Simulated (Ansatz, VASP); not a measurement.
**Two plane-wave programs on LaSb**

INCAR

```
PREC     = Accurate       # precision mode
ENCUT    = 520            # plane-wave cutoff, eV
EDIFF    = 1E-8           # SCF threshold, eV
ISMEAR   = -1             # smearing method
SIGMA    = 0.05           # smearing width, eV
LREAL    = False          # projectors in reciprocal space
LASPH    = True           # aspherical terms in the spheres
NELM     = 80             # most SCF steps
ALGO     = Normal         # electronic algorithm
ISIF     = 2              # what is computed and relaxed
LWAVE    = False          # write WAVECAR
LCHARG   = False          # write CHGCAR
GGA      = CA             # functional
LEFG     = True         
NBANDS   = 15             # bands
```

Contents of KPOINTS:

```
regular mesh
0
Gamma
  10 10 10
```

POSCAR

```
LaSb
1.0
    0.0000000000      3.1330130530      3.1330130530
    3.1330130530      0.0000000000      3.1330130530
    3.1330130530      3.1330130530      0.0000000000
La Sb
1 1
Direct
    0.0000000000      0.0000000000      0.0000000000
    0.5000000000      0.5000000000      0.5000000000
```

Input for Ansatz:

```yaml
crystal:
  lattice:
    - [0.0, 3.133013053, 3.133013053]
    - [3.133013053, 0.0, 3.133013053]
    - [3.133013053, 3.133013053, 0.0]
  atoms:
    - { symbol: La, position: [0.0, 0.0, 0.0] }
    - { symbol: Sb, position: [0.5, 0.5, 0.5] }
kpoints:
  mp_grid: { grid: [10, 10, 10] }
  band_path:
    path:
      - [0.0, 0.0, 0.0]
      - [0.5, 0.0, 0.5]
      - [0.625, 0.25, 0.625]
      - [0.375, 0.375, 0.75]
      - [0.0, 0.0, 0.0]
      - [0.5, 0.5, 0.5]
      - [0.5, 0.25, 0.75]
      - [0.5, 0.0, 0.5]
    npoints: 6
scf:
  occupations: { method: fermi_dirac, width: 0.05 }
hamiltonian:
  xc: lda
  pseudopotentials: { kind: paw }
output:
  forces: true
  stress: true
  eigenvalues: true
  efg: { contact_densities: true }
  populations: true
  write_density: true
  write_potential: true
  elf: true
  volumetric_format: npy
```

Change from the starting cell: volume scaled by 0.9, PAW files.

Alike in both runs: task electric field gradients; functional LDA; k mesh 10 × 10 × 10; occupations fermi-dirac, width 0.05 eV; no spin polarisation.

|  | VASP | Ansatz |
| --- | --- | --- |
| version | VASP 6.6.1 | Ansatz 0.2.0 |
| potentials or method | VASP PAW LDA potentials, release 64 (La, Sb) | PAW with Ansatz's default frozen-core files, scalar-relativistic |
| plane-wave cutoff (eV) | 520 | 420 |
| valence electrons in the cell | 16 | 26 |

Ansatz gave:

```
pressure (GPa) : 4.4
```

Estimate VASP's values.

pressure (GPa): 4.5.

LDA's correlation is that of Perdew and Zunger in VASP and of Perdew and Wang (1992) in Ansatz. VASP's potentials hold 16 valence electrons a cell and Ansatz's 26, so a difference there can come from the potentials and not from the codes.

Neither program's run includes spin-orbit coupling.
